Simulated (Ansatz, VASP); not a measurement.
# Two plane-wave programs on NiO

Contents of INCAR:

```
SYSTEM = NiO
PREC = Accurate ; ENCUT = 520
EDIFF = 1E-7 ; ISMEAR = -1
SIGMA = 0.05 ; LREAL = .FALSE.
LASPH = .TRUE. ; NELM = 150
ALGO = Normal ; ISIF = 2
LWAVE = .FALSE. ; LCHARG = .FALSE.
ISPIN = 2 ; MAGMOM = 2 0
LORBIT = 11 ; LMAXMIX = 4
GGA = PE ; NBANDS = 19
```

The input KPOINTS:

```
Automatic mesh
0
G
  11 11 11
  0 0 0
```

The input POSCAR:

```
NiO
1.0
    0.0000000000      2.0859000000      2.0859000000
    2.0859000000      0.0000000000      2.0859000000
    2.0859000000      2.0859000000      0.0000000000
Ni O
1 1
Direct
    0.0000000000      0.0000000000      0.0000000000
    0.5000000000      0.5000000000      0.5000000000
```

Input for Ansatz:

```yaml
crystal:
  lattice:
    - [0.0, 2.0859, 2.0859]
    - [2.0859, 0.0, 2.0859]
    - [2.0859, 2.0859, 0.0]
  atoms:
    - { symbol: Ni, position: [0.0, 0.0, 0.0] }
    - { symbol: O, position: [0.5, 0.5, 0.5] }
kpoints:
  mp_grid:
    grid: [11, 11, 11]
    shift: [0.0, 0.0, 0.0]
hamiltonian:
  xc: pbe
  pseudopotentials:
    kind: paw
magnetization:
  spin_polarized: true
  per_species:
    Ni: 2.0
scf:
  occupations:
    method: fermi_dirac
    width: 0.05
output:
  forces: true
```

Alike in both runs: task single point; functional PBE; k mesh 11 × 11 × 11; occupations fermi-dirac, width 0.05 eV; collinear spin.

|  | VASP | Ansatz |
| --- | --- | --- |
| version | VASP 6.6.1 | Ansatz 0.2.0 |
| potentials or method | VASP PAW PBE potentials, release 64 (Ni, O) | plane waves, PAW |
| plane-wave cutoff (eV) | 520 | 420 |
| valence electrons in the cell | 16 | 24 |

VASP gave:

```
net moment per atom (μB)                                      : 0.84
size of the moment on the site where the two differ most (μB) : 0.25
```

Problem. What did Ansatz give for the same quantities?

Solution. net moment per atom (μB): 0.86; size of the moment on the site where the two differ most (μB): 0.27.

Site moments also hang on the region over which each program counts them. VASP's potentials hold 16 valence electrons a cell and Ansatz's 24, so a difference there can come from the potentials and not from the codes.
